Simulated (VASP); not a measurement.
Runs of VASP 6.6.1 on InP. The structure is that of space group F-43m (No. 216), or close to it. The cells are those of the table. 

```tsv
task	cell	gap on the mesh (eV)	pressure (GPa)
relaxation of cell and atoms	relaxed to 10 GPa from a = 4.144 Å, angles 60.0°, 2 atoms	1.18	9.9
single point	a = 3.973 Å, angles 60.0°, 2 atoms	1.18	10.0
relaxation of cell and atoms	relaxed to 5 GPa from a = 4.144 Å, angles 60.0°, 2 atoms	(b)	4.9
single point	a = 4.084 Å, angles 60.0°, 2 atoms	0.75	2.0
single point	a = 4.120 Å, angles 60.0°, 2 atoms	0.60	0.0
relaxation of cell and atoms	relaxed from a = 4.144 Å, angles 60.0°, 2 atoms	0.60	0.0
relaxation of cell and atoms	relaxed to -2 GPa from a = 4.144 Å, angles 60.0°, 2 atoms	0.44	-2.0
relaxation of cell and atoms	relaxed to 2 GPa from a = 4.144 Å, angles 60.0°, 2 atoms	(a)	2.0
single point	a = 4.161 Å, angles 60.0°, 2 atoms	0.44	-2.0
single point	a = 4.037 Å, angles 60.0°, 2 atoms	0.93	5.0
```

Alike in all rows: level LDA; potentials or basis VASP PAW LDA potentials, release 64 (In_d, P); no spin polarisation; k mesh 6 × 6 × 6; cutoff (eV) 500; smearing gaussian 0.01 eV.

Problem. Estimate the missing entries.

Solution. (a) 0.74; (b) 0.92.

Caveats: spin-orbit coupling is left out, which moves the levels of the heavy elements; the cell is relaxed towards a set pressure, so the enthalpy falls and the energy may rise (some runs).

A k mesh can miss the band edges, and the runs leave out spin-orbit coupling on In.
